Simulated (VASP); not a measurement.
Set up this calculation in VASP 6.6.1, as the native input.

| Quantity | Value |
| --- | --- |
| Task | single point |
| Functional | PBE |
| Potentials or basis | VASP PAW PBE potentials, release 64 (Nb_sv, P) |
| Cutoff | 500 eV |
| k mesh | 6 × 6 × 6 |
| Occupations | gaussian, width 0.1 eV |
| Spin | no spin polarisation |
| Dipole correction | no |
| Further INCAR settings | ALGO = Normal; EDIFF = 1e-06; NBANDS = 16 |

The structure of NbP lies in POSCAR:

```
NbP
1.0
    3.3414596322      0.0000000000      0.0000000000
   -1.6707298161      2.8937889272      0.0000000000
    0.0000000000      0.0000000000      3.3218240745
Nb P
1 1
Direct
    0.6666666667      0.3333333333      0.0000000000
    0.3333333333      0.6666666667      0.5000000000
```

The input as run:

INCAR

```
PREC     = Accurate       # precision mode
ENCUT    = 500            # plane-wave cutoff, eV
EDIFF    = 1E-6           # SCF threshold, eV
ISMEAR   = 0              # smearing method
SIGMA    = 0.1            # smearing width, eV
LREAL    = F              # projectors in reciprocal space
LASPH    = T              # aspherical terms in the spheres
NELM     = 120            # most SCF steps
ALGO     = Normal         # electronic algorithm
ISIF     = 2              # what is computed and relaxed
LWAVE    = F              # write WAVECAR
LCHARG   = F              # write CHGCAR
GGA      = PE             # functional
NBANDS   = 16             # bands
GGA_COMPAT= F
```

KPOINTS

```
Automatic mesh
0
Gamma
  6 6 6
```

Potentials or basis: VASP PAW PBE potentials, release 64 (Nb_sv, P).

The run is started by

```console
$ cat potpaw_PBE.64/Nb_sv/POTCAR potpaw_PBE.64/P/POTCAR > POTCAR
$ mpirun -np 1 vasp_std > vasp.out
```

Results of the run:

```yaml
Pressure: -0.2 GPa
Band_gap_on_the_k_mesh: zero (band 9 reaches 10.59 eV, above the bottom of band 10 at 10.15 eV)
```

Caveat: the k points lie up to 0.36 Å⁻¹ apart.

Wall time 6.4 s on 1 thread of Intel(R) Xeon(R) Platinum 8488C (Sapphire Rapids) (shared host), peak memory 0.14 GiB.
